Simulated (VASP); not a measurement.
Runs of VASP 6.6.1 on SiC. The structure is that of space group I-4m2 (No. 119), or close to it. The cells are those of the table. 

```csv
level,cell,k mesh,smearing,grid for exact exchange (PRECFOCK),screening parameter,gap on the mesh (eV),pressure (GPa)
PBE,"a = 3.097, b = 3.097, c = 3.173 Å, angles 59.2, 59.2, 61.6°, 2 atoms",10 × 10 × 10,fermi-dirac 0.02 eV,-,-,0.90,-4.8
r2SCAN,"a = 3.097, b = 3.097, c = 3.173 Å, angles 59.2, 59.2, 61.6°, 2 atoms",10 × 10 × 10,gaussian 0.01 eV,-,-,1.24,(b)
HSE06,"a = 3.102, b = 3.102, c = 3.203 Å, angles 58.9, 58.9, 62.2°, 2 atoms",8 × 8 × 8,gaussian 0.01 eV,Normal,0.2079 1/Å,(a),-12.3
PBE,"a = 3.097, b = 3.097, c = 3.173 Å, angles 59.2, 59.2, 61.6°, 2 atoms",6 × 6 × 6,gaussian 0.01 eV,-,-,0.90,-4.8
PBE,"a = 3.102, b = 3.102, c = 3.203 Å, angles 58.9, 58.9, 62.2°, 2 atoms",10 × 10 × 10,fermi-dirac 0.02 eV,-,-,0.77,-7.2
```

Alike in all rows: task single point; potentials or basis VASP PAW PBE potentials, release 64 (Si, C); no spin polarisation; cutoff (eV) 520.

Task: Estimate the missing entries.

Result: (a) 1.60; (b) -8.5.

Caveats: the PAW data sets were made with another functional, which shifts forces and pressure a little (some runs).

A k mesh can miss the band edges.
